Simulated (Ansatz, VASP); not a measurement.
One calculation of FeO, two programs

```xyz
2
Lattice="0.0000 2.1554 2.1554 2.1554 0.0000 2.1554 2.1554 2.1554 0.0000" Properties=species:S:1:pos:R:3 pbc="T T T"
Fe    0.0000    0.0000    0.0000
O     2.1554    2.1554    2.1554
```

Alike in both runs: functional BLYP; k mesh 11 × 11 × 11; occupations fermi-dirac, width 0.05 eV; collinear spin.

|  | VASP | Ansatz |
| --- | --- | --- |
| version | VASP 6.6.1 | Ansatz 0.2.0 |
| potentials or method | VASP PAW PBE potentials, release 64 (Fe, O) | Ansatz PAW |
| plane-wave cutoff (eV) | 520 | 420 |
| valence electrons in the cell | 14 | 22 |
| task | single point | band structure |

|  | VASP | Ansatz | Ansatz less VASP |
| --- | --- | --- | --- |
| gap on the k mesh at the Fermi level (eV) | none | none | - |
| pressure (GPa) | 7.0 | 6.8 | -0.19 |
| net moment per atom (μB) | 2.00 | 2.00 | 0.000 |
| size of the moment on the site where the two differ most (μB) | 3.60 | 3.44 | -0.160 |

VASP's potentials were made for PBE, not for BLYP. Site moments also hang on the region over which each program counts them. A gap of «none» marks a metal or a gap that the smearing closes. With one functional, cell and mesh, what is left measures potentials, basis and numerics. VASP's potentials hold 14 valence electrons a cell and Ansatz's 22, so a difference there can come from the potentials and not from the codes.
